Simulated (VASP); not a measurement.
# ZnB4 (P4/mmm) in VASP: further runs, part 2 of 2

VASP 6.6.1.

## Step 5: Relaxation of cell and atoms, PBE

This run uses another cell than the first one, of 9.83 Å³/atom.

INCAR reads:

```
SYSTEM = ZnB4
ALGO = Normal
EDIFF = 1E-6
EDIFFG = -0.04
ENCUT = 600
GGA = PE
IBRION = 2
ISIF = 3
ISMEAR = 0
LASPH = .True.
LCHARG = .False.
LREAL = .False.
LWAVE = .False.
NELM = 100
NSW = 90
PREC = Accurate
SIGMA = 0.1
```

KPOINTS reads:

```
k-points
0
Gamma
  4 4 8
  0 0 0
```

POSCAR reads:

```
ZnB4
1.0
    4.8617306248      0.0000000000      0.0000000000
    0.0000000000      4.8617306248      0.0000000000
    0.0000000000      0.0000000000      2.0797133257
Zn B
1 4
Direct
    0.0000000000      0.0000000000      0.5000000000
    0.3196477093      0.3196477093      0.5000000000
    0.6803522907      0.6803522907      0.5000000000
    0.3196477093      0.6803522907      0.5000000000
    0.6803522907      0.3196477093      0.5000000000
```

On the command line:

```bash
> cat potpaw_PBE.64/Zn/POTCAR potpaw_PBE.64/B/POTCAR > POTCAR
> mpirun -np 1 vasp_std > vasp.out
```

Wall time 24 s (1 thread of AMD EPYC 9R45 (Zen 5), shared host); peak memory 0.15 GiB.

Results (log left out):

```yaml
Free_energy: -21.8182 eV
Relaxed_volume: 9.80 Å³/atom
Relaxed_cell: a = 4.848 Å, b = 4.848 Å, c = 2.085 Å, α = 90.00°, β = 90.00°, γ = 90.00°
Space_group_after_relaxing_to_0.1_Å: P4/mmm (No. 123)
Energy_gained_by_relaxing: 1.6 meV/atom
Ionic_steps: 3
Pressure_after_relaxing: 0.6 GPa
Largest_force_after_relaxing: 0.016 eV/Å
Band_gap_on_the_k_mesh: zero (bands 12 and 13 overlap by 2.44 eV)
```

Forces in eV/Å, atoms in the order of the input:
```
Zn   0.000  0.000  0.000
B    0.011  0.011  0.000
B   -0.011 -0.011  0.000
B    0.011 -0.011  0.000
B   -0.011  0.011  0.000
```

Step by step:
```tsv
step	energy change (eV)	largest force (eV/Å)	pressure (GPa)	volume (Å³)
1	0.0000	0.3452	-0.69	49.16
2	-0.0017	0.2981	1.76	48.86
3	-0.0082	0.0158	0.58	49.00
```

Final structure:
```yaml
crystal:
  lattice:
    - [4.84798, 0.00000, 0.00000]
    - [0.00000, 4.84798, 0.00000]
    - [0.00000, 0.00000, 2.08476]
  atoms:
    - { symbol: Zn, position: [0.00000, 0.00000, 0.50000] }
    - { symbol: B, position: [0.32093, 0.32093, 0.50000] }
    - { symbol: B, position: [0.67907, 0.67907, 0.50000] }
    - { symbol: B, position: [0.32093, 0.67907, 0.50000] }
    - { symbol: B, position: [0.67907, 0.32093, 0.50000] }
```

Levels at points of the mesh, in eV from the Fermi level:
| k point | band 10 | band 11 | band 12 | band 13 | band 14 | band 15 |
| --- | --- | --- | --- | --- | --- | --- |
| (0.00, 0.00, 0.00) | -4.83 | -2.81 | -2.81 | -1.65 | 2.22 | 8.65 |
| (0.50, 0.00, 0.00) | -5.49 | -5.09 | -2.99 | 1.57 | 3.67 | 6.15 |
| (0.50, 0.50, 0.00) | -2.73 | -1.40 | -1.27 | -1.27 | 3.45 | 4.58 |
| (0.00, 0.00, 0.50) | -1.33 | -1.33 | -1.06 | -0.35 | 1.14 | 1.74 |
| (0.50, 0.00, 0.50) | -2.00 | -1.01 | -0.66 | 1.33 | 1.38 | 1.39 |
| (0.50, 0.50, 0.50) | -2.47 | -2.47 | -1.57 | -0.22 | 1.16 | 3.28 |

Caveat: the k points lie up to 0.38 Å⁻¹ apart in the final cell, too coarse for converged energies and pressures of a metal.

## Step 6: Single point, PBE

This run uses another cell than the first one, of 9.87 Å³/atom.

INCAR reads:

```
ALGO = Normal
EDIFF = 1E-6
ENCUT = 520
GGA = PE
ISIF = 2
ISMEAR = 0
LASPH = True
LCHARG = True
LELF = True
LREAL = False
LVHAR = True
LWAVE = False
NBANDS = 20
NELM = 80
PREC = Accurate
SIGMA = 0.1
```

KPOINTS reads:

```
k-points
0
Gamma
  8 8 18
```

POSCAR reads:

```
ZnB4
1.0
    4.7823311539      0.0000000000      0.0000000000
    0.0000000000      4.7823311539      0.0000000000
    0.0000000000      0.0000000000      2.1567622347
Zn B
1 4
Direct
    0.0000000000      0.0000000000      0.5000000000
    0.3201498562      0.3201498562      0.5000000000
    0.6798501438      0.6798501438      0.5000000000
    0.3201498562      0.6798501438      0.5000000000
    0.6798501438      0.3201498562      0.5000000000
```

Potentials or basis: VASP PAW PBE potentials, release 64 (Zn, B).

On the command line:

```bash
> cat potpaw_PBE.64/Zn/POTCAR potpaw_PBE.64/B/POTCAR > POTCAR
> mpirun -np 1 vasp_std > vasp.out
```

It took 45 s on 1 thread of AMD EPYC 9R45 (Zen 5), shared host; peak memory 0.22 GiB.

It converged, with:

```yaml
Free_energy: -21.7582 eV
Pressure: 0.2 GPa
Largest_force: 0.007 eV/Å
Band_gap_on_the_k_mesh: zero (bands 12 and 13 overlap by 2.69 eV)
```

Forces in eV/Å, atoms in the order of the input:
```
Zn   0.000  0.000  0.000
B    0.005  0.005  0.000
B   -0.005 -0.005  0.000
B    0.005 -0.005  0.000
B   -0.005  0.005  0.000
```

Stress tensor (GPa, compression positive):
```
0.22 0.00 0.00
0.00 0.22 0.00
0.00 0.00 0.30
```

Levels at points of the mesh, in eV from the Fermi level:
```
           k point  band 9  band 10  band 11  band 12  band 13  band 14  band 15  band 16
(0.00, 0.00, 0.00)   -7.18    -4.53    -2.43    -2.43    -1.03     2.80     8.60     9.34
(0.50, 0.00, 0.00)   -5.72    -5.11    -4.68    -2.55     2.12     4.23     6.83     7.77
(0.50, 0.50, 0.00)   -7.18    -2.26    -0.90    -0.81    -0.81     4.30     5.21     5.21
(0.00, 0.00, 0.50)   -1.63    -1.59    -1.59    -1.53    -0.59     1.19     1.95     1.95
(0.50, 0.00, 0.50)   -3.04    -1.52    -1.21    -1.00     1.02     1.06     1.33     1.83
(0.50, 0.50, 0.50)   -3.06    -2.09    -2.09    -1.49    -0.74     1.07     3.14     3.14
```

## Step 7: Relaxation of cell and atoms, PBE

This run uses another cell than the first one, of 9.82 Å³/atom.

INCAR reads:

```
ALGO = Normal ; EDIFF = 1E-6
EDIFFG = -0.01 ; ENCUT = 600
GGA = PE ; IBRION = 2
ISIF = 3 ; ISMEAR = 0
LASPH = True ; LCHARG = False
LREAL = False ; LWAVE = False
NELM = 100 ; NSW = 100
PREC = Accurate ; SIGMA = 0.1
```

KPOINTS is that of step 6.

POSCAR reads:

```
ZnB4
1.0
    4.8536425032      0.0000000000      0.0000000000
    0.0000000000      4.8536425032      0.0000000000
    0.0000000000      0.0000000000      2.0846944488
Zn B
1 4
Direct
    0.0000000000      0.0000000000      0.5000000000
    0.3211197418      0.3211197418      0.5000000000
    0.6788802582      0.6788802582      0.5000000000
    0.3211197418      0.6788802582      0.5000000000
    0.6788802582      0.3211197418      0.5000000000
```

On the command line:

```bash
> cat potpaw_PBE.64/Zn/POTCAR potpaw_PBE.64/B/POTCAR > POTCAR
> mpirun -np 1 vasp_std > vasp.out
```

It took 5.8 min on 1 thread of AMD EPYC 9R45 (Zen 5), shared host; peak memory 0.25 GiB.

It converged, with:

| Quantity | Value |
| --- | --- |
| Free energy | -21.7604 eV |
| Relaxed volume | 9.90 Å³/atom |
| Relaxed cell | a = 4.786 Å, b = 4.786 Å, c = 2.160 Å, α = 90.00°, β = 90.00°, γ = 90.00° |
| Space group after relaxing (to 0.1 Å) | P4/mmm (No. 123) |
| Energy gained by relaxing | 7.7 meV/atom |
| Ionic steps | 14 |
| Pressure after relaxing | 0.0 GPa |
| Largest force after relaxing | 0.010 eV/Å |
| Band gap on the k mesh | zero (bands 12 and 13 overlap by 2.68 eV) |

Forces in eV/Å, atoms in the order of the input:
```
Zn   0.000  0.000  0.000
B    0.007  0.007  0.000
B   -0.007 -0.007  0.000
B    0.007 -0.007  0.000
B   -0.007  0.007  0.000
```

Stress tensor (GPa, compression positive):
```
-0.01  0.00  0.00
 0.00 -0.01  0.00
 0.00  0.00 -0.11
```

Step by step:
| step | energy change (eV) | largest force (eV/Å) | pressure (GPa) | volume (Å³) |
| --- | --- | --- | --- | --- |
| 1 | 0.0000 | 0.0786 | 0.81 | 49.11 |
| 2 | -0.0224 | 0.0739 | 0.32 | 49.46 |
| 3 | -0.0294 | 0.2016 | 0.09 | 49.71 |
| 4 | -0.0170 | 0.4603 | 0.07 | 50.18 |
| 5 | -0.0302 | 0.2560 | 0.04 | 49.80 |
| 6 | -0.0358 | 0.0456 | -1.40 | 50.01 |
| 7 | -0.0365 | 0.0306 | -1.06 | 49.96 |
| 8 | -0.0383 | 0.0162 | 0.21 | 49.45 |
| 9 | -0.0383 | 0.0182 | 0.00 | 49.51 |
| 10 | -0.0383 | 0.0182 | 0.00 | 49.50 |
| 11 | -0.0383 | 0.0169 | 0.05 | 49.47 |
| 12 | -0.0383 | 0.0175 | 0.00 | 49.48 |
| 13 | -0.0384 | 0.0204 | -0.07 | 49.47 |
| 14 | -0.0384 | 0.0100 | -0.04 | 49.48 |

Final structure:
```xyz
5
Lattice="4.7855 0.0000 0.0000 0.0000 4.7855 0.0000 0.0000 0.0000 2.1604" Properties=species:S:1:pos:R:3 pbc="T T T"
Zn    0.0000    0.0000    1.0802
B     1.5324    1.5324    1.0802
B     3.2531    3.2531    1.0802
B     1.5324    3.2531    1.0802
B     3.2531    1.5324    1.0802
```

Levels at points of the mesh, in eV from the Fermi level:
| k point | band 8 | band 9 | band 10 | band 11 | band 12 | band 13 | band 14 | band 15 | band 16 |
| --- | --- | --- | --- | --- | --- | --- | --- | --- | --- |
| (0.00, 0.00, 0.00) | -7.17 | -7.17 | -4.51 | -2.41 | -2.41 | -1.03 | 2.80 | 8.55 | 9.34 |
| (0.50, 0.00, 0.00) | -6.41 | -5.69 | -5.09 | -4.67 | -2.53 | 2.13 | 4.24 | 6.82 | 7.77 |
| (0.50, 0.50, 0.00) | -7.17 | -7.17 | -2.25 | -0.90 | -0.79 | -0.79 | 4.30 | 5.22 | 5.22 |
| (0.00, 0.00, 0.50) | -1.61 | -1.61 | -1.61 | -1.61 | -1.53 | -0.59 | 1.20 | 1.95 | 1.95 |
| (0.50, 0.00, 0.50) | -3.41 | -3.05 | -1.51 | -1.23 | -1.00 | 1.02 | 1.05 | 1.32 | 1.85 |
| (0.50, 0.50, 0.50) | -3.07 | -3.07 | -2.08 | -2.08 | -1.48 | -0.76 | 1.06 | 3.13 | 3.13 |

## Step 8: Overview

| task | cell | k mesh | cutoff (eV) | gap on the mesh (eV) | pressure (GPa) | largest force (eV/Å) |
| --- | --- | --- | --- | --- | --- | --- |
| single point | a = 4.862, b = 4.862, c = 2.080 Å, 5 atoms | 6 × 6 × 4 | 520 | none | 0.2 | 0.02 |
| single point | a = 4.854, b = 4.854, c = 2.085 Å, 5 atoms | 4 × 4 × 8 | 520 | none | 0.2 | - |
| relaxation of cell and atoms | relaxed from a = 4.862, b = 4.862, c = 2.080 Å, 5 atoms | 4 × 4 × 8 | 600 | none | 0.6 | 0.02 |
| single point | a = 4.782, b = 4.782, c = 2.157 Å, 5 atoms | 8 × 8 × 18 | 520 | none | 0.2 | 0.01 |
| relaxation of cell and atoms | relaxed from a = 4.854, b = 4.854, c = 2.085 Å, 5 atoms | 8 × 8 × 18 | 600 | none | 0.0 | 0.01 |

Alike in all rows: level PBE; potentials or basis VASP PAW PBE potentials, release 64 (Zn, B); no spin polarisation; smearing gaussian 0.1 eV.

Caveats: some runs use coarse meshes.

Absolute energies hang on the potentials; compare differences alone.
